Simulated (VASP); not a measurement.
# Mg (Fd-3m) in VASP: further runs

Mg is run at these levels: LDA; tasks: single point.

All numbers are computed with VASP 6.6.1; they aren't measurements. Logs are shortened: lines on timing, memory, paths and dates and some standing lists are left out, and cuts for length are marked.

## Step 1: The cell of the first run

It takes space group Fd-3m (No. 227, cubic). Conventional cell: a = 6.693 Å, b = 6.693 Å, c = 6.693 Å, α = 90.00°, β = 90.00°, γ = 90.00°. Mg (site symmetry -43m) has 4 Mg at 2.90 Å within 3.8 Å.

## Step 2: Single point, LDA

File INCAR:

```
ALGO = Normal
EDIFF = 1E-6
ENCUT = 520
GGA = CA
ISIF = 2
ISMEAR = -1
LASPH = True
LCHARG = True
LELF = True
LREAL = False
LVHAR = True
LWAVE = False
NBANDS = 9
NELM = 60
PREC = Accurate
SIGMA = 0.1
```

File KPOINTS:

```
k-points
0
Gamma
  9 9 9
```

File POSCAR:

```
Mg
1.0
    0.0000000000      3.3464940607      3.3464940607
    3.3464940607      0.0000000000      3.3464940607
    3.3464940607      3.3464940607      0.0000000000
Mg
2
Direct
    0.1250000000      0.1250000000      0.1250000000
    0.8750000000      0.8750000000      0.8750000000
```

Potentials or basis: VASP PAW LDA potentials, release 64 (Mg).

Run with:

```bash
> cat potpaw_LDA.64/Mg/POTCAR > POTCAR
> mpirun -np 1 vasp_std > vasp.out
```

OUTCAR:

```text
EDIFF = 1E-6
   ENCUT = 520
   GGA = CA
   ISIF = 2
   ISMEAR = -1
   LASPH = True
   LREAL = False
   NELM = 60
   PREC = Accurate

 ion  position               nearest neighbor table
   1  0.125  0.125  0.125-   2 2.90   2 2.90   2 2.90   2 2.90
   2  0.875  0.875  0.875-   1 2.90   1 2.90   1 2.90   1 2.90

  LATTYP: Found a face centered cubic cell.
 ALAT       =     6.6929881214

  Lattice vectors:

 A1 = (   0.0000000000,   3.3464940607,   3.3464940607)
 A2 = (   3.3464940607,   0.0000000000,   3.3464940607)
 A3 = (   3.3464940607,   3.3464940607,   0.0000000000)

Analysis of symmetry for initial positions (statically):
=====================================================================
 Subroutine PRICEL returns:
 Original cell was already a primitive cell.

 Routine SETGRP: Setting up the symmetry group for a
 face centered cubic supercell.

 Subroutine GETGRP returns: Found 48 space group operations
 (whereof 12 operations were pure point group operations)
 out of a pool of 48 trial point group operations.

The static configuration has the point symmetry D_3d.
 The point group associated with its full space group is O_h .

Analysis of symmetry for dynamics (positions and initial velocities):
=====================================================================
 Subroutine PRICEL returns:
 Original cell was already a primitive cell.

 Routine SETGRP: Setting up the symmetry group for a
 face centered cubic supercell.

 Subroutine GETGRP returns: Found 48 space group operations
 (whereof 12 operations were pure point group operations)
 out of a pool of 48 trial point group operations.

The dynamic configuration has the point symmetry D_3d.
 The point group associated with its full space group is O_h .

 Subroutine INISYM returns: Found 48 space group operations
 (whereof 12 operations are pure point group operations),
 and found     1 'primitive' translations

----------------------------------------------------------------------------------------

                                     Primitive cell

  volume of cell :      74.9549

  direct lattice vectors                    reciprocal lattice vectors
     0.000000000  3.346494061  3.346494061    -0.149410096  0.149410096  0.149410096
     3.346494061  0.000000000  3.346494061     0.149410096 -0.149410096  0.149410096
     3.346494061  3.346494061  0.000000000     0.149410096  0.149410096 -0.149410096

  length of vectors
     4.732657287  4.732657287  4.732657287     0.258785878  0.258785878  0.258785878

  position of ions in fractional coordinates (direct lattice)
     0.125000000  0.125000000  0.125000000
     0.875000000  0.875000000  0.875000000

  ion indices of the primitive-cell ions
   primitive index   ion index
                 1           1
                 2           2

----------------------------------------------------------------------------------------

 KPOINTS: k-points

Automatic generation of k-mesh.
 Grid dimensions read from file:
 generate k-points for:    9    9    9

 Generating k-lattice:

  Cartesian coordinates                     Fractional coordinates (reciprocal lattice)
    -0.016601122  0.016601122  0.016601122     0.111111111  0.000000000  0.000000000
     0.016601122 -0.016601122  0.016601122     0.000000000  0.111111111  0.000000000
     0.016601122  0.016601122 -0.016601122     0.000000000  0.000000000  0.111111111

  Length of vectors
     0.028753986  0.028753986  0.028753986

  Shift w.r.t. Gamma in fractional coordinates (k-lattice)
     0.000000000  0.000000000  0.000000000

 Subroutine IBZKPT returns following result:
 ===========================================

 Found     35 irreducible k-points:

 Following reciprocal coordinates:
            Coordinates               Weight
  0.000000  0.000000  0.000000      1.000000
  0.111111  0.000000  0.000000      8.000000
  0.222222  0.000000  0.000000      8.000000
  0.333333  0.000000  0.000000      8.000000
  0.444444  0.000000  0.000000      8.000000
  0.111111  0.111111  0.000000      6.000000
[... 16 lines left out ...]
 -0.333333  0.333333  0.000000     12.000000
  0.444444  0.444444  0.000000      6.000000
 [... further k-points ...]
   k-points           NKPTS =     35   k-points in BZ     NKDIM =     35   number of bands    NBANDS=      9
   number of dos      NEDOS =    301   number of ions     NIONS =      2
   total plane-waves  NPLWV =  46656
   dimension x,y,z NGX =    36 NGY =   36 NGZ =   36
   dimension x,y,z NGXF=    72 NGYF=   72 NGZF=   72
   ions per type =               2
   NGX,Y,Z   is equivalent  to a cutoff of  12.65, 12.65, 12.65 a.u.
   NGXF,Y,Z  is equivalent  to a cutoff of  25.29, 25.29, 25.29 a.u.
 SYSTEM =  unknown system
   PREC   = accura    normal or accurate (medium, high low for compatibility)
   ISTART =      0    job   : 0-new  1-cont  2-samecut
   ICHARG =      2    charge: 1-file 2-atom 10-const
   ISPIN  =      1    spin polarized calculation?
   LNONCOLLINEAR =      F non collinear calculations
   LSORBIT =      F    spin-orbit coupling
   LASPH  =      T    aspherical Exc in radial PAW
   ENCUT  =  520.0 eV  38.22 Ry    6.18 a.u.   8.80  8.80  8.80*2*pi/ulx,y,z
   NELM   =     60;   NELMIN=  2; NELMDL= -5     # of ELM steps
   EDIFF  = 0.1E-05   stopping-criterion for ELM
   LREAL  =      F    real-space projection
   EDIFFG = 0.1E-04   stopping-criterion for IOM
   NSW    =      0    number of steps for IOM
   IBRION =     -1    ionic relax: 0-MD 1-quasi-New 2-CG
   NFREE  =      0    steps in history (QN), initial steepest desc. (CG)
   ISIF   =      2    stress and relaxation
   ISYM   =      2    0-nonsym 1-usesym 2-fastsym
   POTIM  = 0.5000    time-step for ionic-motion
   TEBEG  =    0.0;   TEEND  =   0.0 temperature during run
   PSTRESS=    0.0 pullay stress
   NELECT =       4.0000    total number of electrons
   NUPDOWN=      -1.0000    fix difference up-down
   EMIN   =  10.00;   EMAX   =-10.00  energy-range for DOS
   EFERMI =   0.00;   METHOD = LEGACY
   ISMEAR =    -1;   SIGMA  =   0.10  broadening in eV -4-tet -1-fermi 0-gaus
   EFERMI_NEDOS =   21; number of points for ismear=-14 and -15
   IALGO  =     38    algorithm
   IMIX   =      4    mixing-type and parameters
     AMIX     =   0.40;   BMIX     =  1.00
     AMIX_MAG =   1.60;   BMIX_MAG =  1.00
  volume/ion in A,a.u.               =      37.48       252.91
  Fermi-wavevector in a.u.,A,eV,Ry     =   0.616351  1.164735  5.168698  0.379889
  Thomas-Fermi vector in A             =   1.674048
   LORBIT       =      0    0 simple, 1 ext, 2 COOP (PROOUT), +10 PAW based schemes
   GGA     = CA    functional components
   LHFCALC =     F    Hartree Fock is set to
   AEXX    =    0.0000 exact exchange contribution
   IVDW    =     0    specifies the selected vdW correction
   LEPSILON=     F    determine dielectric tensor
   LRPA    =     F    only Hartree local field effects (RPA)
 non-spin polarized calculation
  energy-cutoff  :      520.00
  volume of cell :       74.95
 maximum number of plane-waves:      2029
   NGX = 17   NGY = 17   NGZ = 17

 number of electron       4.0000000 magnetization

 Free energy of the ion-electron system (eV)
  ---------------------------------------------------
  ext. energy  EPLUGINS =         0.00000000
  ---------------------------------------------------
  free energy    TOTEN  =        -1.98397734 eV

  energy without entropy =       -1.94579022  energy(sigma->0) =       -1.96488378

 E-fermi :   0.1801     XC(G=0):  -7.0288

 val. band max:        0.0748530007   @ k =  -0.2222   0.3333   0.1111
 cond. band min:       0.1981791050   @ k =   0.3333   0.3333   0.0000
 fundamental gap:      0.1233261043
 Fermi energy:         0.1800875483

 k-point     1 :       0.0000    0.0000    0.0000
  band No.  band energies     occupation
      1      -4.9583      2.00000
      2       3.5334      0.00000
      3       3.5334      0.00000
      4       3.5334      0.00000
      5       4.6043      0.00000
      6       4.6043      0.00000
      7       4.6043      0.00000
      8       6.3439      0.00000
      9       7.2423      0.00000

 k-point     2 :       0.1111    0.0000    0.0000
  band No.  band energies     occupation
      1      -4.8412      2.00000
      2       2.4561      0.00000
      3       3.3011      0.00000
      4       3.3011      0.00000
      5       4.7714      0.00000
      6       4.9279      0.00000
      7       4.9279      0.00000
      8       6.9058      0.00000
      9       7.1199      0.00000

 k-point     3 :       0.2222    0.0000    0.0000
  band No.  band energies     occupation
      1      -4.4938      2.00000
      2       0.9164      0.00127
      3       2.9735      0.00000
      4       2.9735      0.00000
      5       4.5678      0.00000
      6       5.2142      0.00000
      7       5.2142      0.00000
      8       6.9704      0.00000
      9       6.9704      0.00000

 k-point     4 :       0.3333    0.0000    0.0000
  band No.  band energies     occupation
      1      -3.9355      2.00000
      2      -0.4958      1.99768
      3       2.7522      0.00000
      4       2.7522      0.00000
      5       4.3582      0.00000
      6       4.9643      0.00000
      7       4.9643      0.00000
      8       7.0913      0.00000
      9       7.8258      0.00000
[... 205 lines left out ...]
 k-point    22 :      -0.4444    0.3333    0.0000
  band No.  band energies     occupation
      1      -2.3578      2.00000
      2      -1.2889      2.00000
      3      -0.0192      1.76010
      4       1.5067      0.00000
      5       3.0419      0.00000
      6       5.0371      0.00000
      7       7.6766      0.00000
      8       8.2048      0.00000
      9       9.0425      0.00000

 k-point    23 :      -0.3333    0.3333    0.0000
  band No.  band energies     occupation
      1      -2.4516      2.00000
      2      -1.1881      2.00000
      3      -0.3261      1.98741
      4       1.7942      0.00000
      5       3.3643      0.00000
      6       6.4908      0.00000
      7       7.3265      0.00000
      8       7.4832      0.00000
      9       7.9865      0.00000

 k-point    24 :       0.4444    0.4444    0.0000
  band No.  band energies     occupation
      1      -2.5226      2.00000
      2      -1.2376      2.00000
      3       1.2425      0.00005
      4       1.2425      0.00005
      5       2.6646      0.00000
      6       2.8144      0.00000
      7       9.5688      0.00000
      8       9.5688      0.00000
      9      10.1439      0.00000

 [... further k-points ...]

------------------------ aborting loop because EDIFF is reached ----------------------------------------

  FORCE on cell =-STRESS in cart. coord.  units (eV):
  Direction    XX          YY          ZZ          XY          YZ          ZX
  --------------------------------------------------------------------------------------
  -------------------------------------------------------------------------------------
  Total       -0.0358400     -0.0358400     -0.0358400      0.0000000      0.0000000     -0.0000000
  in kB       -0.7660886     -0.7660886     -0.7660886      0.0000000      0.0000000     -0.0000000
  external PRESSURE =      -0.7660886 kB  Pullay stress =       0.0000000 kB

 VOLUME and BASIS-vectors are now :
 -----------------------------------------------------------------------------
  energy-cutoff  :      520.00
  volume of cell :       74.95
      direct lattice vectors                 reciprocal lattice vectors
     0.000000000  3.346494061  3.346494061    -0.149410096  0.149410096  0.149410096
     3.346494061  0.000000000  3.346494061     0.149410096 -0.149410096  0.149410096
     3.346494061  3.346494061  0.000000000     0.149410096  0.149410096 -0.149410096

 POSITION                                       TOTAL-FORCE (eV/Angst)
 -----------------------------------------------------------------------------------
      0.83662      0.83662      0.83662         0.000000      0.000000      0.000000
      5.85636      5.85636      5.85636        -0.000000     -0.000000     -0.000000
 -----------------------------------------------------------------------------------
    total drift:                               -0.000000      0.000000      0.000000

  FREE ENERGIE OF THE ION-ELECTRON SYSTEM (eV)
  ---------------------------------------------------
  free  energy   TOTEN  =        -1.9839773404 eV

  energy  without entropy=       -1.9457902197  energy(sigma->0) =       -1.96488378
```

Wall time 13 s (1 thread of Intel Xeon Platinum 8375C at 2.90GHz (Ice Lake), shared host); peak memory 0.17 GiB.

What came out:

| Quantity | Value |
| --- | --- |
| Free energy | -1.9840 eV |
| Pressure | -0.1 GPa |
| Band gap on the k mesh | zero (band 2 reaches 3.53 eV, above the bottom of band 3 at -0.33 eV) |

## Step 3: Single point, LDA (volume scaled by 1.04)

File INCAR:

```
  PREC = Accurate
  ENCUT = 520
  EDIFF = 1E-6
  ISMEAR = -1
  SIGMA = 0.1
  LREAL = F
  LASPH = T
  NELM = 60
  ALGO = Normal
  ISIF = 2
  LWAVE = F
  LCHARG = F
  NBANDS = 9
```

File KPOINTS:

```
Automatic mesh
0
Gamma
  9 9 9
```

File POSCAR:

```
Mg
1.0
    0.0000000000      3.3905319275      3.3905319275
    3.3905319275      0.0000000000      3.3905319275
    3.3905319275      3.3905319275      0.0000000000
Mg
2
Direct
    0.1250000000      0.1250000000      0.1250000000
    0.8750000000      0.8750000000      0.8750000000
```

Potentials or basis: VASP PAW LDA potentials, release 64 (Mg).

Run with:

```bash
> cat potpaw_LDA.64/Mg/POTCAR > POTCAR
> mpirun -np 1 vasp_std > vasp.out
```

Run time: 12 s. Hardware: 1 thread of Intel Xeon Platinum 8375C at 2.90GHz (Ice Lake), shared host; peak memory 0.17 GiB.

The run converged. Its results:

| Item | Value |
| --- | --- |
| Free energy | -1.9781 eV |
| Pressure | -0.5 GPa |
| Band gap on the k mesh | zero (band 2 reaches 3.31 eV, above the bottom of band 3 at -0.41 eV) |

Levels at points of the mesh, in eV from the Fermi level:
| k point | band 1 | band 2 | band 3 | band 4 | band 5 | band 6 | band 7 |
| --- | --- | --- | --- | --- | --- | --- | --- |
| (0.00, 0.00, 0.00) | -5.03 | 3.25 | 3.25 | 3.25 | 4.33 | 4.33 | 4.33 |

## Step 4: Single point, LDA (volume scaled by 1.08)

File INCAR:

```
ALGO = Normal
EDIFF = 1E-7
ENCUT = 520
GGA = CA
ISIF = 2
ISMEAR = -1
LASPH = T
LCHARG = T
LELF = T
LREAL = F
LVHAR = T
LWAVE = F
NBANDS = 9
NELM = 80
PREC = Accurate
SIGMA = 0.1
```

File KPOINTS:

```
k-points
0
Gamma
  9 9 9
```

File POSCAR:

```
Mg
1.0
    0.0000000000      3.4334546097      3.4334546097
    3.4334546097      0.0000000000      3.4334546097
    3.4334546097      3.4334546097      0.0000000000
Mg
2
Direct
    0.1250000000      0.1250000000      0.1250000000
    0.8750000000      0.8750000000      0.8750000000
```

Run with:

```bash
> cat potpaw_LDA.64/Mg/POTCAR > POTCAR
> mpirun -np 1 vasp_std > vasp.out
```

Run time: 14 s. Hardware: 1 thread of Intel Xeon Platinum 8375C at 2.90GHz (Ice Lake), shared host; peak memory 0.17 GiB.

The run converged. Its results:

* Free energy: -1.9644 eV
* Pressure: -0.9 GPa
* Band gap on the k mesh: zero (band 2 reaches 3.11 eV, above the bottom of band 3 at -0.48 eV)

Levels at points of the mesh, in eV from the Fermi level:
```tsv
k point	band 1	band 2	band 3	band 4	band 5	band 6	band 7
(0.00, 0.00, 0.00)	-4.93	3.16	3.16	3.16	4.24	4.24	4.24
```

## Step 5: Summary

| cell | gap on the mesh (eV) | pressure (GPa) |
| --- | --- | --- |
| a = 4.733 Å, angles 60.0°, 2 atoms | none | -0.1 |
| a = 4.795 Å, angles 60.0°, 2 atoms | none | -0.5 |
| a = 4.856 Å, angles 60.0°, 2 atoms | none | -0.9 |

Alike in all rows: task single point; level LDA; potentials or basis VASP PAW LDA potentials, release 64 (Mg); no spin polarisation; k mesh 9 × 9 × 9; cutoff (eV) 520; smearing fermi-dirac 0.1 eV.

Total energies depend on the potentials used, so only differences within one code and one set of settings carry meaning.
